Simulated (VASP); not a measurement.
# LiF (Fm-3m) in VASP: relaxation of cell and atoms with LDA

Aim: the relaxation of cell and atoms of LiF with LDA.

All numbers are computed with VASP 6.6.1; they aren't measurements. Logs are shortened: lines on timing, memory, paths and dates and some standing lists are left out, and cuts for length are marked.

### 1 The cell of the first run

The structure is cubic, space group Fm-3m (No. 225). Conventional cell: a = 3.909 Å, b = 3.909 Å, c = 3.909 Å, α = 90.00°, β = 90.00°, γ = 90.00°. Li (site symmetry m-3m) has 6 F at 1.95 Å within 2.6 Å. Within 2.6 Å of F (site symmetry m-3m) lie 6 Li at 1.95 Å.

### 2 Relaxation of cell and atoms, LDA

The input, INCAR:

```
SYSTEM = LiF
  ALGO = Normal
  EDIFF = 1E-6
  EDIFFG = -0.001
  ENCUT = 600
  IBRION = 2
  ISIF = 3
  ISMEAR = 0
  LASPH = .True.
  LCHARG = .False.
  LREAL = .False.
  LWAVE = .False.
  NELM = 80
  NSW = 80
  PREC = Accurate
  SIGMA = 0.01
```

The input, KPOINTS:

```
k-points
0
Gamma
  10 10 10
  0 0 0
```

The input, POSCAR:

```
LiF
1.0
    0.0000000000      1.9544544216      1.9544544216
    1.9544544216      0.0000000000      1.9544544216
    1.9544544216      1.9544544216      0.0000000000
Li F
1 1
Direct
    0.0000000000      0.0000000000      0.0000000000
    0.5000000000      0.5000000000      0.5000000000
```

Potentials or basis: VASP PAW LDA potentials, release 64 (Li_sv, F).

Command:

```sh
$ cat potpaw_LDA.64/Li_sv/POTCAR potpaw_LDA.64/F/POTCAR > POTCAR
$ mpirun -np 1 vasp_std > vasp.out
```

OUTCAR:

```text
SYSTEM = LiF
   EDIFF = 1E-6
   EDIFFG = -0.001
   ENCUT = 600
   IBRION = 2
   ISIF = 3
   ISMEAR = 0
   LASPH = .True.
   LREAL = .False.
   NELM = 80
   NSW = 80
   PREC = Accurate

 ion  position               nearest neighbor table
   1  0.000  0.000  0.000-   2 1.95   2 1.95   2 1.95   2 1.95   2 1.95   2 1.95
   2  0.500  0.500  0.500-   1 1.95   1 1.95   1 1.95   1 1.95   1 1.95   1 1.95

  LATTYP: Found a face centered cubic cell.
 ALAT       =     3.9089088432

  Lattice vectors:

 A1 = (   0.0000000000,   1.9544544216,   1.9544544216)
 A2 = (   1.9544544216,   0.0000000000,   1.9544544216)
 A3 = (   1.9544544216,   1.9544544216,   0.0000000000)

Analysis of symmetry for initial positions (statically):
=====================================================================
 Subroutine PRICEL returns:
 Original cell was already a primitive cell.

 Routine SETGRP: Setting up the symmetry group for a
 face centered cubic supercell.

 Subroutine GETGRP returns: Found 48 space group operations
 (whereof 48 operations were pure point group operations)
 out of a pool of 48 trial point group operations.

The static configuration has the point symmetry O_h .

Analysis of symmetry for dynamics (positions and initial velocities):
=====================================================================
 Subroutine PRICEL returns:
 Original cell was already a primitive cell.

 Routine SETGRP: Setting up the symmetry group for a
 face centered cubic supercell.

 Subroutine GETGRP returns: Found 48 space group operations
 (whereof 48 operations were pure point group operations)
 out of a pool of 48 trial point group operations.

The dynamic configuration has the point symmetry O_h .

 Subroutine INISYM returns: Found 48 space group operations
 (whereof 48 operations are pure point group operations),
 and found     1 'primitive' translations

----------------------------------------------------------------------------------------

                                     Primitive cell

  volume of cell :      14.9316

  direct lattice vectors                    reciprocal lattice vectors
     0.000000000  1.954454422  1.954454422    -0.255825869  0.255825869  0.255825869
     1.954454422  0.000000000  1.954454422     0.255825869 -0.255825869  0.255825869
     1.954454422  1.954454422  0.000000000     0.255825869  0.255825869 -0.255825869

  length of vectors
     2.764015950  2.764015950  2.764015950     0.443103402  0.443103402  0.443103402

  position of ions in fractional coordinates (direct lattice)
     0.000000000  0.000000000  0.000000000
     0.500000000  0.500000000  0.500000000

  ion indices of the primitive-cell ions
   primitive index   ion index
                 1           1
                 2           2

----------------------------------------------------------------------------------------

 KPOINTS: k-points

Automatic generation of k-mesh.
 Grid dimensions read from file:
 generate k-points for:   10   10   10

 Generating k-lattice:

  Cartesian coordinates                     Fractional coordinates (reciprocal lattice)
    -0.025582587  0.025582587  0.025582587     0.100000000  0.000000000  0.000000000
     0.025582587 -0.025582587  0.025582587     0.000000000  0.100000000  0.000000000
     0.025582587  0.025582587 -0.025582587     0.000000000  0.000000000  0.100000000

  Length of vectors
     0.044310340  0.044310340  0.044310340

  Shift w.r.t. Gamma in fractional coordinates (k-lattice)
     0.000000000  0.000000000  0.000000000

 Subroutine IBZKPT returns following result:
 ===========================================

 Found     47 irreducible k-points:

 Following reciprocal coordinates:
            Coordinates               Weight
  0.000000  0.000000  0.000000      1.000000
  0.100000  0.000000  0.000000      8.000000
  0.200000  0.000000  0.000000      8.000000
  0.300000  0.000000  0.000000      8.000000
  0.400000  0.000000  0.000000      8.000000
  0.500000  0.000000  0.000000      4.000000
[... 16 lines left out ...]
  0.300000  0.300000  0.000000      6.000000
  0.400000  0.300000  0.000000     24.000000
 [... further k-points ...]
   k-points           NKPTS =     47   k-points in BZ     NKDIM =     47   number of bands    NBANDS=      9
   number of dos      NEDOS =    301   number of ions     NIONS =      2
   total plane-waves  NPLWV =  13824
   dimension x,y,z NGX =    24 NGY =   24 NGZ =   24
   dimension x,y,z NGXF=    48 NGYF=   48 NGZF=   48
   ions per type =               1   1
   NGX,Y,Z   is equivalent  to a cutoff of  14.44, 14.44, 14.44 a.u.
   NGXF,Y,Z  is equivalent  to a cutoff of  28.87, 28.87, 28.87 a.u.
 SYSTEM =  LiF
   PREC   = accura    normal or accurate (medium, high low for compatibility)
   ISTART =      0    job   : 0-new  1-cont  2-samecut
   ICHARG =      2    charge: 1-file 2-atom 10-const
   ISPIN  =      1    spin polarized calculation?
   LNONCOLLINEAR =      F non collinear calculations
   LSORBIT =      F    spin-orbit coupling
   LASPH  =      T    aspherical Exc in radial PAW
   ENCUT  =  600.0 eV  44.10 Ry    6.64 a.u.   5.52  5.52  5.52*2*pi/ulx,y,z
   NELM   =     80;   NELMIN=  2; NELMDL= -5     # of ELM steps
   EDIFF  = 0.1E-05   stopping-criterion for ELM
   LREAL  =      F    real-space projection
   EDIFFG = -.1E-02   stopping-criterion for IOM
   NSW    =     80    number of steps for IOM
   IBRION =      2    ionic relax: 0-MD 1-quasi-New 2-CG
   NFREE  =      1    steps in history (QN), initial steepest desc. (CG)
   ISIF   =      3    stress and relaxation
   ISYM   =      2    0-nonsym 1-usesym 2-fastsym
   POTIM  = 0.5000    time-step for ionic-motion
   TEBEG  =    0.0;   TEEND  =   0.0 temperature during run
   PSTRESS=    0.0 pullay stress
   NELECT =      10.0000    total number of electrons
   NUPDOWN=      -1.0000    fix difference up-down
   EMIN   =  10.00;   EMAX   =-10.00  energy-range for DOS
   EFERMI =   0.00;   METHOD = LEGACY
   ISMEAR =     0;   SIGMA  =   0.01  broadening in eV -4-tet -1-fermi 0-gaus
   EFERMI_NEDOS =   21; number of points for ismear=-14 and -15
   IALGO  =     38    algorithm
   IMIX   =      4    mixing-type and parameters
     AMIX     =   0.40;   BMIX     =  1.00
     AMIX_MAG =   1.60;   BMIX_MAG =  1.00
  volume/ion in A,a.u.               =       7.47        50.38
  Fermi-wavevector in a.u.,A,eV,Ry     =   1.432317  2.706688 27.912805  2.051533
  Thomas-Fermi vector in A             =   2.551958
   LORBIT       =      0    0 simple, 1 ext, 2 COOP (PROOUT), +10 PAW based schemes
   GGA     = CA    functional components
   LHFCALC =     F    Hartree Fock is set to
   AEXX    =    0.0000 exact exchange contribution
   IVDW    =     0    specifies the selected vdW correction
   LEPSILON=     F    determine dielectric tensor
   LRPA    =     F    only Hartree local field effects (RPA)
 conjugate gradient relaxation of ions
 non-spin polarized calculation
 Gauss-broadening in eV      SIGMA  =   0.01
  energy-cutoff  :      600.00
  volume of cell :       14.93
 maximum number of plane-waves:       531
 NGX is ok and might be reduce to    24
   NGX = 11   NGY = 11   NGZ = 11

--------------------------------------- Ionic step        1  -------------------------------------------

 number of electron      10.0000006 magnetization

 Free energy of the ion-electron system (eV)
  ---------------------------------------------------
  ext. energy  EPLUGINS =         0.00000000
  ---------------------------------------------------
  free energy    TOTEN  =       -10.50226276 eV

  energy without entropy =      -10.50226276  energy(sigma->0) =      -10.50226276

------------------------ aborting loop because EDIFF is reached ----------------------------------------

  FORCE on cell =-STRESS in cart. coord.  units (eV):
  Direction    XX          YY          ZZ          XY          YZ          ZX
  --------------------------------------------------------------------------------------
  -------------------------------------------------------------------------------------
  Total       -0.0542494     -0.0542494     -0.0542494      0.0000000      0.0000000     -0.0000000
  in kB       -5.8210198     -5.8210198     -5.8210198      0.0000000      0.0000000     -0.0000000
  external PRESSURE =      -5.8210198 kB  Pullay stress =       0.0000000 kB
[... 57 lines left out ...]
  energy  without entropy=      -10.5024190029  energy(sigma->0) =      -10.50241900

--------------------------------------- Ionic step        3  -------------------------------------------

 number of electron      10.0000006 magnetization

 Free energy of the ion-electron system (eV)
  ---------------------------------------------------
  ext. energy  EPLUGINS =         0.00000000
  ---------------------------------------------------
  free energy    TOTEN  =       -10.50245574 eV

  energy without entropy =      -10.50245574  energy(sigma->0) =      -10.50245574

 E-fermi :  -0.4819     XC(G=0): -11.1637

 val. band max:       -0.6620184898   @ k =   0.0000   0.0000   0.0000
 cond. band min:       9.1012508584   @ k =   0.0000   0.0000   0.0000
 fundamental gap:      9.7632693482
 Fermi energy:        -0.4819047542

 k-point     1 :       0.0000    0.0000    0.0000
  band No.  band energies     occupation
      1     -40.2401      2.00000
      2     -20.5125      2.00000
      3      -0.6620      2.00000
      4      -0.6620      2.00000
      5      -0.6620      2.00000
      6       9.1013      0.00000
      7      24.0672      0.00000
      8      24.0672      0.00000
      9      24.0675      0.00000
[... 265 lines left out ...]
 k-point    24 :       0.4000    0.3000    0.0000
  band No.  band energies     occupation
      1     -40.1334      2.00000
      2     -19.8527      2.00000
      3      -3.3757      2.00000
      4      -1.7024      2.00000
      5      -1.5693      2.00000
      6      13.0135      0.00000
      7      16.2776      0.00000
      8      18.5398      0.00000
      9      20.0980      0.00000

 [... further k-points ...]
[... 5 lines left out ...]
  --------------------------------------------------------------------------------------
  -------------------------------------------------------------------------------------
  Total        0.0019442      0.0019442      0.0019442      0.0000000      0.0000000     -0.0000000
  in kB        0.2101482      0.2101482      0.2101482      0.0000000      0.0000000     -0.0000000
  external PRESSURE =       0.2101482 kB  Pullay stress =       0.0000000 kB
[... 17 lines left out ...]
  FREE ENERGIE OF THE ION-ELECTRON SYSTEM (eV)
  ---------------------------------------------------
  free  energy   TOTEN  =       -10.5024557435 eV

  energy  without entropy=      -10.5024557435  energy(sigma->0) =      -10.50245574

 reached required accuracy - stopping structural energy minimisation
```

Wall time 8.6 s (1 thread of Intel Xeon Platinum 8259CL at 2.50GHz (Skylake/Cascade Lake), shared host); peak memory 0.12 GiB.

Results:

```
Free energy                            : -10.5025 eV
Relaxed volume                         : 7.41 Å³/atom
Relaxed cell                           : a = 2.757 Å, b = 2.757 Å, c = 2.757 Å, α = 60.00°, β = 60.00°, γ = 60.00°
Space group after relaxing (to 0.05 Å) : Fm-3m (No. 225)
Energy gained by relaxing              : 0.1 meV/atom
Ionic steps                            : 3
Pressure after relaxing                : 0.0 GPa
Band gap on the k mesh                 : 9.76 eV, direct
```

The path:
```tsv
step	energy change (eV)	largest force (eV/Å)	pressure (GPa)	volume (Å³)
1	0.0000	0.0000	-0.58	14.93
2	-0.0002	0.0000	-0.27	14.87
3	-0.0002	0.0000	0.02	14.82
```

Final structure:
```
CELL_PARAMETERS angstrom
0.00000 1.94968 1.94968
1.94968 0.00000 1.94968
1.94968 1.94968 0.00000
ATOMIC_POSITIONS crystal
Li 0.00000 0.00000 0.00000
F 0.50000 0.50000 0.50000
```

Levels at points of the mesh, in eV from the valence-band top:
| k point | band 3 | band 4 | band 5 | band 6 | band 7 | band 8 |
| --- | --- | --- | --- | --- | --- | --- |
| (0.00, 0.00, 0.00) | 0.00 | 0.00 | 0.00 | 9.76 | 24.73 | 24.73 |
| (0.50, 0.00, 0.00) | -2.89 | -0.27 | -0.27 | 10.89 | 17.55 | 19.17 |
| (0.50, 0.50, 0.00) | -3.57 | -1.19 | -1.19 | 15.35 | 16.48 | 18.35 |

Caveat: the cutoff is under 1.25 times the usual one of these potentials, so pressure, stress and relaxed cells hold a basis-set (Pulay) error. LDA usually gives volumes a few per cent too small.
